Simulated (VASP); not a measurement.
# C (Fd-3m) in VASP: further runs

C is run at these levels: PBE; tasks: single point.

All numbers are computed with VASP 6.6.1; they aren't measurements. Logs are shortened: lines on timing, memory, paths and dates and some standing lists are left out, and cuts for length are marked.

## 1. The cell of the first run

Symmetry: Fd-3m, No. 227, cubic system. The conventional cell has a = 3.623 Å, b = 3.623 Å, c = 3.623 Å, α = 90.00°, β = 90.00°, γ = 90.00°. C (site symmetry -43m) has 4 C at 1.57 Å within 2.1 Å.

## 2. Single point, PBE (strained)

INCAR reads:

```
SYSTEM = C
ALGO = Normal
EDIFF = 1E-6
ENCUT = 520
GGA = PE
ISIF = 2
ISMEAR = 0
LASPH = .True.
LCHARG = .True.
LELF = .True.
LREAL = .False.
LVHAR = .True.
LWAVE = .False.
NBANDS = 11
NELM = 80
PREC = Accurate
SIGMA = 0.02
```

KPOINTS reads:

```
k-points
0
Gamma
  12 12 12
  0 0 0
```

POSCAR reads:

```
C
1.0
    0.0000000000      1.8113280440      1.8113280440
    1.8113280440      0.0000000000      1.8113280440
    1.8113280440      1.8113280440      0.0000000000
C
2
Direct
    0.5000000000      0.5000000000      0.5000000000
    0.7500000000      0.7500000000      0.7500000000
```

Potentials or basis: VASP PAW PBE potentials, release 64 (C).

On the command line:

```bash
$ cat potpaw_PBE.64/C/POTCAR > POTCAR
$ mpirun -np 1 vasp_std > vasp.out
```

OUTCAR:

```text
SYSTEM = C
   EDIFF = 1E-6
   ENCUT = 520
   GGA = PE
   ISIF = 2
   ISMEAR = 0
   LASPH = .True.
   LREAL = .False.
   NELM = 80
   PREC = Accurate

 ion  position               nearest neighbor table
   1  0.500  0.500  0.500-   2 1.57   2 1.57   2 1.57   2 1.57
   2  0.750  0.750  0.750-   1 1.57   1 1.57   1 1.57   1 1.57

  LATTYP: Found a face centered cubic cell.
 ALAT       =     3.6226560880

  Lattice vectors:

 A1 = (   0.0000000000,   1.8113280440,   1.8113280440)
 A2 = (   1.8113280440,   0.0000000000,   1.8113280440)
 A3 = (   1.8113280440,   1.8113280440,   0.0000000000)

Analysis of symmetry for initial positions (statically):
=====================================================================
 Subroutine PRICEL returns:
 Original cell was already a primitive cell.

 Routine SETGRP: Setting up the symmetry group for a
 face centered cubic supercell.

 Subroutine GETGRP returns: Found 48 space group operations
 (whereof 24 operations were pure point group operations)
 out of a pool of 48 trial point group operations.

The static configuration has the point symmetry T_d .
 The point group associated with its full space group is O_h .

Analysis of symmetry for dynamics (positions and initial velocities):
=====================================================================
 Subroutine PRICEL returns:
 Original cell was already a primitive cell.

 Routine SETGRP: Setting up the symmetry group for a
 face centered cubic supercell.

 Subroutine GETGRP returns: Found 48 space group operations
 (whereof 24 operations were pure point group operations)
 out of a pool of 48 trial point group operations.

The dynamic configuration has the point symmetry T_d .
 The point group associated with its full space group is O_h .

 Subroutine INISYM returns: Found 48 space group operations
 (whereof 24 operations are pure point group operations),
 and found     1 'primitive' translations

----------------------------------------------------------------------------------------

                                     Primitive cell

  volume of cell :      11.8856

  direct lattice vectors                    reciprocal lattice vectors
     0.000000000  1.811328044  1.811328044    -0.276040556  0.276040556  0.276040556
     1.811328044  0.000000000  1.811328044     0.276040556 -0.276040556  0.276040556
     1.811328044  1.811328044  0.000000000     0.276040556  0.276040556 -0.276040556

  length of vectors
     2.561604686  2.561604686  2.561604686     0.478116268  0.478116268  0.478116268

  position of ions in fractional coordinates (direct lattice)
     0.500000000  0.500000000  0.500000000
     0.750000000  0.750000000  0.750000000

  ion indices of the primitive-cell ions
   primitive index   ion index
                 1           1
                 2           2

----------------------------------------------------------------------------------------

 KPOINTS: k-points

Automatic generation of k-mesh.
 Grid dimensions read from file:
 generate k-points for:   12   12   12

 Generating k-lattice:

  Cartesian coordinates                     Fractional coordinates (reciprocal lattice)
    -0.023003380  0.023003380  0.023003380     0.083333333  0.000000000  0.000000000
     0.023003380 -0.023003380  0.023003380     0.000000000  0.083333333  0.000000000
     0.023003380  0.023003380 -0.023003380     0.000000000  0.000000000  0.083333333

  Length of vectors
     0.039843022  0.039843022  0.039843022

  Shift w.r.t. Gamma in fractional coordinates (k-lattice)
     0.000000000  0.000000000  0.000000000

 Subroutine IBZKPT returns following result:
 ===========================================

 Found     72 irreducible k-points:

 Following reciprocal coordinates:
            Coordinates               Weight
  0.000000  0.000000  0.000000      1.000000
  0.083333  0.000000  0.000000      8.000000
  0.166667  0.000000  0.000000      8.000000
  0.250000  0.000000  0.000000      8.000000
  0.333333  0.000000  0.000000      8.000000
  0.416667  0.000000  0.000000      8.000000
[... 16 lines left out ...]
  0.500000  0.166667  0.000000     24.000000
 -0.416667  0.166667  0.000000     24.000000
 [... further k-points ...]
   k-points           NKPTS =     72   k-points in BZ     NKDIM =     72   number of bands    NBANDS=     11
   number of dos      NEDOS =    301   number of ions     NIONS =      2
   total plane-waves  NPLWV =   8000
   dimension x,y,z NGX =    20 NGY =   20 NGZ =   20
   dimension x,y,z NGXF=    40 NGYF=   40 NGZF=   40
   ions per type =               2
   NGX,Y,Z   is equivalent  to a cutoff of  12.98, 12.98, 12.98 a.u.
   NGXF,Y,Z  is equivalent  to a cutoff of  25.96, 25.96, 25.96 a.u.
 SYSTEM =  C
   PREC   = accura    normal or accurate (medium, high low for compatibility)
   ISTART =      0    job   : 0-new  1-cont  2-samecut
   ICHARG =      2    charge: 1-file 2-atom 10-const
   ISPIN  =      1    spin polarized calculation?
   LNONCOLLINEAR =      F non collinear calculations
   LSORBIT =      F    spin-orbit coupling
   LASPH  =      T    aspherical Exc in radial PAW
   ENCUT  =  520.0 eV  38.22 Ry    6.18 a.u.   4.76  4.76  4.76*2*pi/ulx,y,z
   NELM   =     80;   NELMIN=  2; NELMDL= -5     # of ELM steps
   EDIFF  = 0.1E-05   stopping-criterion for ELM
   LREAL  =      F    real-space projection
   EDIFFG = 0.1E-04   stopping-criterion for IOM
   NSW    =      0    number of steps for IOM
   IBRION =     -1    ionic relax: 0-MD 1-quasi-New 2-CG
   NFREE  =      0    steps in history (QN), initial steepest desc. (CG)
   ISIF   =      2    stress and relaxation
   ISYM   =      2    0-nonsym 1-usesym 2-fastsym
   POTIM  = 0.5000    time-step for ionic-motion
   TEBEG  =    0.0;   TEEND  =   0.0 temperature during run
   PSTRESS=    0.0 pullay stress
   NELECT =       8.0000    total number of electrons
   NUPDOWN=      -1.0000    fix difference up-down
   EMIN   =  10.00;   EMAX   =-10.00  energy-range for DOS
   EFERMI =   0.00;   METHOD = LEGACY
   ISMEAR =     0;   SIGMA  =   0.02  broadening in eV -4-tet -1-fermi 0-gaus
   EFERMI_NEDOS =   21; number of points for ismear=-14 and -15
   IALGO  =     38    algorithm
   IMIX   =      4    mixing-type and parameters
     AMIX     =   0.40;   BMIX     =  1.00
     AMIX_MAG =   1.60;   BMIX_MAG =  1.00
  volume/ion in A,a.u.               =       5.94        40.10
  Fermi-wavevector in a.u.,A,eV,Ry     =   1.434711  2.711210 28.006167  2.058395
  Thomas-Fermi vector in A             =   2.554089
   LORBIT       =      0    0 simple, 1 ext, 2 COOP (PROOUT), +10 PAW based schemes
   GGA     = PE    functional components
   LHFCALC =     F    Hartree Fock is set to
   AEXX    =    0.0000 exact exchange contribution
   IVDW    =     0    specifies the selected vdW correction
   LEPSILON=     F    determine dielectric tensor
   LRPA    =     F    only Hartree local field effects (RPA)
 non-spin polarized calculation
 Gauss-broadening in eV      SIGMA  =   0.02
  energy-cutoff  :      520.00
  volume of cell :       11.89
 maximum number of plane-waves:       332
   NGX =  9   NGY =  9   NGZ =  9

 number of electron       8.0000001 magnetization

 Free energy of the ion-electron system (eV)
  ---------------------------------------------------
  ext. energy  EPLUGINS =         0.00000000
  ---------------------------------------------------
  free energy    TOTEN  =       -18.16100566 eV

  energy without entropy =      -18.16100566  energy(sigma->0) =      -18.16100566

 E-fermi :   9.2024     XC(G=0): -13.0178

 val. band max:        9.0663820483   @ k =   0.0000   0.0000   0.0000
 cond. band min:      13.1145514896   @ k =   0.3333   0.3333   0.0000
 fundamental gap:      4.0481694413
 Fermi energy:         9.2024457092

 k-point     1 :       0.0000    0.0000    0.0000
  band No.  band energies     occupation
      1     -11.7937      2.00000
      2       9.0664      2.00000
      3       9.0664      2.00000
      4       9.0664      2.00000
      5      14.5282      0.00000
      6      14.5282      0.00000
      7      14.5282      0.00000
      8      21.3454      0.00000
      9      27.7753      0.00000
     10      35.0958      0.00000
     11      35.0958      0.00000

 k-point     2 :       0.0833    0.0000    0.0000
  band No.  band energies     occupation
      1     -11.6074      2.00000
      2       7.8846      2.00000
      3       8.7604      2.00000
      4       8.7604      2.00000
      5      14.9296      0.00000
      6      14.9296      0.00000
      7      15.1882      0.00000
      8      21.5436      0.00000
      9      28.0904      0.00000
     10      33.0542      0.00000
     11      33.0542      0.00000

 k-point     3 :       0.1667    0.0000    0.0000
  band No.  band energies     occupation
      1     -11.0513      2.00000
      2       5.4368      2.00000
      3       8.0922      2.00000
      4       8.0922      2.00000
      5      15.8074      0.00000
      6      15.8074      0.00000
      7      16.1594      0.00000
      8      22.1226      0.00000
      9      28.7540      0.00000
     10      31.5107      0.00000
     11      31.5107      0.00000

 k-point     4 :       0.2500    0.0000    0.0000
  band No.  band energies     occupation
      1     -10.1341      2.00000
      2       2.6918      2.00000
      3       7.3996      2.00000
      4       7.3996      2.00000
      5      16.6379      0.00000
      6      16.6379      0.00000
      7      16.7786      0.00000
      8      22.9437      0.00000
      9      29.1771      0.00000
     10      31.0898      0.00000
     11      31.0898      0.00000
[... 239 lines left out ...]
 k-point    22 :       0.4167    0.1667    0.0000
  band No.  band energies     occupation
      1      -7.7647      2.00000
      2      -0.3950      2.00000
      3       4.9339      2.00000
      4       5.1961      2.00000
      5      15.5639      0.00000
      6      19.6102      0.00000
      7      19.7084      0.00000
      8      21.3771      0.00000
      9      29.5557      0.00000
     10      30.7168      0.00000
     11      35.8325      0.00000

 k-point    23 :       0.5000    0.1667    0.0000
  band No.  band energies     occupation
      1      -6.2633      2.00000
      2      -2.5328      2.00000
      3       4.2479      2.00000
      4       5.2770      2.00000
      5      15.9795      0.00000
      6      19.4650      0.00000
      7      19.6987      0.00000
      8      22.8930      0.00000
      9      28.6555      0.00000
     10      32.0351      0.00000
     11      35.0210      0.00000

 k-point    24 :      -0.4167    0.1667    0.0000
  band No.  band energies     occupation
      1      -5.8688      2.00000
      2      -3.0102      2.00000
      3       3.7849      2.00000
      4       5.6370      2.00000
      5      16.3957      0.00000
      6      18.9978      0.00000
      7      19.6829      0.00000
      8      23.9506      0.00000
      9      27.9959      0.00000
     10      32.7434      0.00000
     11      32.7826      0.00000

 [... further k-points ...]
[... 5 lines left out ...]
  --------------------------------------------------------------------------------------
  -------------------------------------------------------------------------------------
  Total       -1.2264057     -1.2264057     -1.2264057     -0.0000000      0.0000000     -0.0000000
  in kB     -165.3192474   -165.3192474   -165.3192474     -0.0000000      0.0000000     -0.0000000
  external PRESSURE =    -165.3192474 kB  Pullay stress =       0.0000000 kB

 VOLUME and BASIS-vectors are now :
 -----------------------------------------------------------------------------
  energy-cutoff  :      520.00
  volume of cell :       11.89
      direct lattice vectors                 reciprocal lattice vectors
     0.000000000  1.811328044  1.811328044    -0.276040556  0.276040556  0.276040556
     1.811328044  0.000000000  1.811328044     0.276040556 -0.276040556  0.276040556
     1.811328044  1.811328044  0.000000000     0.276040556  0.276040556 -0.276040556

 POSITION                                       TOTAL-FORCE (eV/Angst)
 -----------------------------------------------------------------------------------
      1.81133      1.81133      1.81133        -0.000000     -0.000000     -0.000000
      2.71699      2.71699      2.71699         0.000000      0.000000      0.000000
 -----------------------------------------------------------------------------------
    total drift:                                0.000000     -0.000000      0.000000

  FREE ENERGIE OF THE ION-ELECTRON SYSTEM (eV)
  ---------------------------------------------------
  free  energy   TOTEN  =       -18.1610056647 eV

  energy  without entropy=      -18.1610056647  energy(sigma->0) =      -18.16100566
```

Wall time 8.6 s (1 thread of Intel Xeon Platinum 8259CL at 2.50GHz (Skylake/Cascade Lake), shared host); peak memory 0.12 GiB.

Results:

- Free energy: -18.1610 eV
- Pressure: -16.5 GPa
- Band gap on the k mesh: 4.05 eV, indirect (least direct gap 5.46 eV)

Levels at points of the mesh, in eV from the valence-band top:
```tsv
k point	band 1	band 2	band 3	band 4	band 5	band 6	band 7	band 8
(0.00, 0.00, 0.00)	-20.86	0.00	0.00	0.00	5.46	5.46	5.46	12.28
(0.50, 0.00, 0.00)	-15.35	-12.87	-2.68	-2.68	8.22	8.26	8.26	15.26
(0.50, 0.50, 0.00)	-12.44	-12.44	-6.02	-6.02	4.66	4.66	16.11	16.11
```

Caveat: the cell differs from its parent crystal (strained). A k mesh can miss the band edges.

## 3. Single point, PBE (strained)

INCAR reads:

```
  ALGO = Normal
  EDIFF = 1E-7
  ENCUT = 520
  GGA = PE
  ISIF = 2
  ISMEAR = 0
  LASPH = True
  LCHARG = False
  LREAL = False
  LWAVE = False
  NBANDS = 11
  NELM = 60
  PREC = Accurate
  SIGMA = 0.02
```

KPOINTS reads:

```
k-points
0
Gamma
  12 12 12
```

POSCAR reads:

```
C
1.0
    0.0000000000      1.7702385080      1.7702385080
    1.7702385080      0.0000000000      1.7702385080
    1.7702385080      1.7702385080      0.0000000000
C
2
Direct
    0.5000000000      0.5000000000      0.5000000000
    0.7500000000      0.7500000000      0.7500000000
```

Potentials or basis: VASP PAW PBE potentials, release 64 (C).

On the command line:

```bash
$ cat potpaw_PBE.64/C/POTCAR > POTCAR
$ mpirun -np 1 vasp_std > vasp.out
```

Wall time 7.8 s (1 thread of Intel Xeon Platinum 8259CL at 2.50GHz (Skylake/Cascade Lake), shared host); peak memory 0.12 GiB.

The run converged. Its results:

| Item | Value |
| --- | --- |
| Free energy | -18.1732 eV |
| Pressure | 12.7 GPa |
| Band gap on the k mesh | 4.20 eV, indirect (least direct gap 5.65 eV) |

Levels at points of the mesh, in eV from the valence-band top:
```
           k point  band 1  band 2  band 3  band 4  band 5  band 6  band 7  band 8  band 9
(0.00, 0.00, 0.00)  -21.78    0.00    0.00    0.00    5.65    5.65    5.65   13.84   19.58
(0.50, 0.00, 0.00)  -15.87  -13.62   -2.86   -2.86    8.55    8.55    9.15   15.90   22.22
(0.50, 0.50, 0.00)  -12.92  -12.92   -6.43   -6.43    4.80    4.80   17.15   17.15   23.65
```

Caveat: the cell differs from its parent crystal (strained). A k mesh can miss the band edges.
